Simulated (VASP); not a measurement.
# SnTe (Fm-3m) in VASP: a series of runs, part 3 of 3

VASP 6.6.1. Earlier steps stand in the parts before.

**4. Single point, HSE06**

This run uses another cell than the first one, of 32.22 Å³/atom.

File POSCAR:

```
SnTe
1.0
    0.0000000000      3.1822080479      3.1822080479
    3.1822080479      0.0000000000      3.1822080479
    3.1822080479      3.1822080479      0.0000000000
Sn Te
1 1
Direct
    0.0000000000      0.0000000000      0.0000000000
    0.5000000000      0.5000000000      0.5000000000
```

File INCAR.step1:

```
PREC = Accurate
ENCUT = 520
EDIFF = 1E-5
ISMEAR = -1
SIGMA = 0.02
LREAL = False
LASPH = True
NELM = 100
ALGO = Normal
ISIF = 2
LWAVE = True
LCHARG = False
NBANDS = 17
GGA = PE
```

File INCAR.step2:

```
PREC = Accurate
ENCUT = 520
EDIFF = 1E-6
ISMEAR = -1
SIGMA = 0.02
LREAL = False
LASPH = True
NELM = 100
ALGO = Normal
ISIF = 2
LWAVE = False
LCHARG = False
GGA = PE
LHFCALC = True
HFSCREEN = 0.2079
PRECFOCK = Normal
NBANDS = 17
ISTART = 1
```

File KPOINTS:

```
regular mesh
0
Gamma
  4 4 4
```

Potentials or basis: VASP PAW PBE potentials, release 64 (Sn_d, Te).

The run is started by

```bash
$ cat potpaw_PBE.64/Sn_d/POTCAR potpaw_PBE.64/Te/POTCAR > POTCAR
$ cp INCAR.step1 INCAR
$ mpirun -np 1 vasp_std > vasp.out
$ cp INCAR.step2 INCAR
$ mpirun -np 1 vasp_std > vasp.out
```

OUTCAR:

```text
PREC = Accurate
   ENCUT = 520
   EDIFF = 1E-6
   ISMEAR = -1
   LREAL = False
   LASPH = True
   NELM = 100
   ISIF = 2
   GGA = PE
   LHFCALC = True
   HFSCREEN = 0.2079
   PRECFOCK = Normal
   ISTART = 1

 ion  position               nearest neighbor table
   1  0.000  0.000  0.000-   2 3.18   2 3.18   2 3.18   2 3.18   2 3.18   2 3.18
   2  0.500  0.500  0.500-   1 3.18   1 3.18   1 3.18   1 3.18   1 3.18   1 3.18

  LATTYP: Found a face centered cubic cell.
 ALAT       =     6.3644160958

  Lattice vectors:

 A1 = (   0.0000000000,   3.1822080479,   3.1822080479)
 A2 = (   3.1822080479,   0.0000000000,   3.1822080479)
 A3 = (   3.1822080479,   3.1822080479,   0.0000000000)

Analysis of symmetry for initial positions (statically):
=====================================================================
 Subroutine PRICEL returns:
 Original cell was already a primitive cell.

 Routine SETGRP: Setting up the symmetry group for a
 face centered cubic supercell.

 Subroutine GETGRP returns: Found 48 space group operations
 (whereof 48 operations were pure point group operations)
 out of a pool of 48 trial point group operations.

The static configuration has the point symmetry O_h .

Analysis of symmetry for dynamics (positions and initial velocities):
=====================================================================
 Subroutine PRICEL returns:
 Original cell was already a primitive cell.

 Routine SETGRP: Setting up the symmetry group for a
 face centered cubic supercell.

 Subroutine GETGRP returns: Found 48 space group operations
 (whereof 48 operations were pure point group operations)
 out of a pool of 48 trial point group operations.

The dynamic configuration has the point symmetry O_h .

 Subroutine INISYM returns: Found 48 space group operations
 (whereof 48 operations are pure point group operations),
 and found     1 'primitive' translations

----------------------------------------------------------------------------------------

                                     Primitive cell

  volume of cell :      64.4489

  direct lattice vectors                    reciprocal lattice vectors
     0.000000000  3.182208048  3.182208048    -0.157123605  0.157123605  0.157123605
     3.182208048  0.000000000  3.182208048     0.157123605 -0.157123605  0.157123605
     3.182208048  3.182208048  0.000000000     0.157123605  0.157123605 -0.157123605

  length of vectors
     4.500321780  4.500321780  4.500321780     0.272146067  0.272146067  0.272146067

  position of ions in fractional coordinates (direct lattice)
     0.000000000  0.000000000  0.000000000
     0.500000000  0.500000000  0.500000000

  ion indices of the primitive-cell ions
   primitive index   ion index
                 1           1
                 2           2

----------------------------------------------------------------------------------------

 KPOINTS: regular mesh

Automatic generation of k-mesh.
 Grid dimensions read from file:
[... 22 lines left out ...]
  0.000000  0.000000  0.000000      1.000000
  0.250000  0.000000  0.000000      8.000000
  0.500000  0.000000  0.000000      4.000000
  0.250000  0.250000  0.000000      6.000000
  0.500000  0.250000  0.000000     24.000000
 -0.250000  0.250000  0.000000     12.000000
  0.500000  0.500000  0.000000      3.000000
 -0.250000  0.500000  0.250000      6.000000
   k-points           NKPTS =      8   k-points in BZ     NKDIM =     64   number of bands    NBANDS=     17
   number of dos      NEDOS =    301   number of ions     NIONS =      2
   total plane-waves  NPLWV =  46656
   dimension x,y,z NGX =    36 NGY =   36 NGZ =   36
   dimension x,y,z NGXF=    72 NGYF=   72 NGZF=   72
   ions per type =               1   1
   NGX,Y,Z   is equivalent  to a cutoff of  13.30, 13.30, 13.30 a.u.
   NGXF,Y,Z  is equivalent  to a cutoff of  26.60, 26.60, 26.60 a.u.
 SYSTEM =  unknown system
   PREC   = accura    normal or accurate (medium, high low for compatibility)
   ISTART =      1    job   : 0-new  1-cont  2-samecut
   ICHARG =      0    charge: 1-file 2-atom 10-const
   ISPIN  =      1    spin polarized calculation?
   LNONCOLLINEAR =      F non collinear calculations
   LSORBIT =      F    spin-orbit coupling
   LASPH  =      T    aspherical Exc in radial PAW
   ENCUT  =  520.0 eV  38.22 Ry    6.18 a.u.   8.37  8.37  8.37*2*pi/ulx,y,z
   NELM   =    100;   NELMIN=  2; NELMDL=  0     # of ELM steps
   EDIFF  = 0.1E-05   stopping-criterion for ELM
   LREAL  =      F    real-space projection
   EDIFFG = 0.1E-04   stopping-criterion for IOM
   NSW    =      0    number of steps for IOM
   IBRION =     -1    ionic relax: 0-MD 1-quasi-New 2-CG
   NFREE  =      0    steps in history (QN), initial steepest desc. (CG)
   ISIF   =      2    stress and relaxation
   ISYM   =      3    0-nonsym 1-usesym 2-fastsym
   POTIM  = 0.5000    time-step for ionic-motion
   TEBEG  =    0.0;   TEEND  =   0.0 temperature during run
   PSTRESS=    0.0 pullay stress
   NELECT =      20.0000    total number of electrons
   NUPDOWN=      -1.0000    fix difference up-down
   EMIN   =  10.00;   EMAX   =-10.00  energy-range for DOS
   EFERMI =   0.00;   METHOD = LEGACY
   ISMEAR =    -1;   SIGMA  =   0.02  broadening in eV -4-tet -1-fermi 0-gaus
   EFERMI_NEDOS =   21; number of points for ismear=-14 and -15
   IALGO  =     38    algorithm
   IMIX   =      1    mixing-type and parameters
     AMIX     =   0.40;   BMIX     =  1.00
     AMIX_MAG =   1.60;   BMIX_MAG =  1.00
  volume/ion in A,a.u.               =      32.22       217.46
  Fermi-wavevector in a.u.,A,eV,Ry     =   1.108357  2.094491 16.714143  1.228455
  Thomas-Fermi vector in A             =   2.244883
   LORBIT       =      0    0 simple, 1 ext, 2 COOP (PROOUT), +10 PAW based schemes
   GGA     = PE    functional components
   LHFCALC =     T    Hartree Fock is set to
   PRECFOCK=normal    Normal, Fast or Accurate (Low or Medium for compatibility)
   ENCUT4O =  -1.0   cutoff for four orbital integrals eV
   NKREDX  =     1    reduce k-point grid by
   NKREDY  =     1    reduce k-point grid by
   NKREDZ  =     1    reduce k-point grid by
   AEXX    =    0.2500 exact exchange contribution
   HFSCREEN=    0.2079 screening length (either q_TF or 0.3 A-1)
   HFSCREENC=   0.2079 screening length for correlation (either q_TF or 0.3 A-1)
   ENCUTFOCK=  -1.0 apply spherical cutoff to Coloumb kernel
   IVDW    =     0    specifies the selected vdW correction
   LEPSILON=     F    determine dielectric tensor
   LRPA    =     F    only Hartree local field effects (RPA)
 non-spin polarized calculation
  energy-cutoff  :      520.00
  volume of cell :       64.45
 maximum number of plane-waves:      1807
 NGX is ok and might be reduce to    36
  NGX = 28; NGY = 28; NGZ = 28

 number of electron      20.0000002 magnetization

 Free energy of the ion-electron system (eV)
  ---------------------------------------------------
  ext. energy  EPLUGINS =         0.00000000
  ---------------------------------------------------
  free energy    TOTEN  =        -9.02167964 eV

  energy without entropy =       -9.02141577  energy(sigma->0) =       -9.02154770

 E-fermi :   6.5873     XC(G=0):  -7.8195

 val. band max:        6.4939337472   @ k =   0.5000   0.0000   0.0000
 cond. band min:       6.6806563615   @ k =   0.5000   0.0000   0.0000
 fundamental gap:      0.1867226143
 Fermi energy:         6.5872950546

 k-point     1 :       0.0000    0.0000    0.0000
  band No.  band energies     occupation
      1     -17.8216      2.00000
      2     -17.8216      2.00000
      3     -17.8112      2.00000
      4     -17.8112      2.00000
      5     -17.8112      2.00000
      6      -7.5398      2.00000
[... 137 lines left out ...]
      4     -17.8082      2.00000
      5     -17.8016      2.00000
      6      -5.7550      2.00000
[... 9 lines left out ...]
     16      17.3551      0.00000
     17      18.0145      0.00000

------------------------ aborting loop because EDIFF is reached ----------------------------------------

  FORCE on cell =-STRESS in cart. coord.  units (eV):
  Direction    XX          YY          ZZ          XY          YZ          ZX
  --------------------------------------------------------------------------------------
  -------------------------------------------------------------------------------------
  Total       -0.0864868     -0.0864868     -0.0864868     -0.0000000      0.0000000     -0.0000000
  in kB       -2.1500304     -2.1500304     -2.1500304     -0.0000000      0.0000000     -0.0000000
  external PRESSURE =      -2.1500304 kB  Pullay stress =       0.0000000 kB

 VOLUME and BASIS-vectors are now :
 -----------------------------------------------------------------------------
  energy-cutoff  :      520.00
  volume of cell :       64.45
      direct lattice vectors                 reciprocal lattice vectors
     0.000000000  3.182208048  3.182208048    -0.157123605  0.157123605  0.157123605
     3.182208048  0.000000000  3.182208048     0.157123605 -0.157123605  0.157123605
     3.182208048  3.182208048  0.000000000     0.157123605  0.157123605 -0.157123605

 POSITION                                       TOTAL-FORCE (eV/Angst)
 -----------------------------------------------------------------------------------
      0.00000      0.00000      0.00000        -0.000000      0.000000     -0.000000
      3.18221      3.18221      3.18221         0.000000     -0.000000      0.000000
 -----------------------------------------------------------------------------------
    total drift:                                0.000000      0.000001      0.000001

  FREE ENERGIE OF THE ION-ELECTRON SYSTEM (eV)
  ---------------------------------------------------
  free  energy   TOTEN  =        -9.0216796368 eV

  energy  without entropy=       -9.0214157674  energy(sigma->0) =       -9.02154770
```

OUTCAR.step1:

```text
PREC = Accurate
   ENCUT = 520
   EDIFF = 1E-5
   ISMEAR = -1
   LREAL = False
[... 363 lines left out ...]
      0.00000      0.00000      0.00000        -0.000000      0.000000      0.000000
      3.18221      3.18221      3.18221         0.000000     -0.000000     -0.000000
 -----------------------------------------------------------------------------------
    total drift:                               -0.000000      0.000000      0.000000

  FREE ENERGIE OF THE ION-ELECTRON SYSTEM (eV)
  ---------------------------------------------------
  free  energy   TOTEN  =        -7.5550234535 eV

  energy  without entropy=       -7.5515877396  energy(sigma->0) =       -7.55330560
```

Wall time 32 min (1 thread of Intel Xeon 8259CL, shared host); peak memory 0.33 GiB.

Results:

```
Free energy            : -9.0217 eV
Pressure               : -0.2 GPa
Band gap on the k mesh : 0.19 eV
```

Levels at points of the mesh, in eV from the valence-band top:
```csv
k point,band 7,band 8,band 9,band 10,band 11,band 12,band 13,band 14
"(0.00, 0.00, 0.00)",-5.22,-2.46,-2.46,-2.46,3.80,3.80,3.80,5.20
"(0.50, 0.00, 0.00)",-9.19,-2.13,-2.13,0.00,0.19,0.59,0.59,8.32
"(0.50, 0.50, 0.00)",-7.14,-6.15,-4.16,-4.16,2.52,5.43,5.43,6.93
```

Caveat: the k points lie up to 0.43 Å⁻¹ apart; the PAW data sets were made with another functional, which shifts forces and pressure a little; spin-orbit coupling is left out, which moves the levels of the heavy elements. A k mesh can miss the band edges.

**5. Summary**

```csv
task,level,spin,cell,k mesh,cutoff (eV),grid for exact exchange (PRECFOCK),share of exact exchange,screening parameter,gap on the mesh (eV),pressure (GPa)
relaxation of cell and atoms,r2SCAN,off,"relaxed from a = 4.536 Å, angles 60.0°, 2 atoms",6 × 6 × 6,600,-,-,-,0.14,0.0
single point,PBE,"non-collinear, zero start, SOC","a = 4.510 Å, angles 60.0°, 2 atoms",8 × 8 × 8,520,-,-,-,-,0.6
single point,HSE06,off,"a = 4.500 Å, angles 60.0°, 2 atoms",4 × 4 × 4,520,Normal,0.25,0.2079 1/Å,0.19,-0.2
```

Alike in all rows: potentials or basis VASP PAW PBE potentials, release 64 (Sn_d, Te); smearing fermi-dirac 0.02 eV.

Caveats: some runs use coarse meshes; the PAW data sets were made with another functional, which shifts forces and pressure a little (at least some runs); spin-orbit coupling is left out, which moves the levels of the heavy elements (at least some runs); semilocal functionals underestimate gaps, and a narrow one can read as zero (at least some runs).

Absolute energies hang on the potentials; compare differences alone.
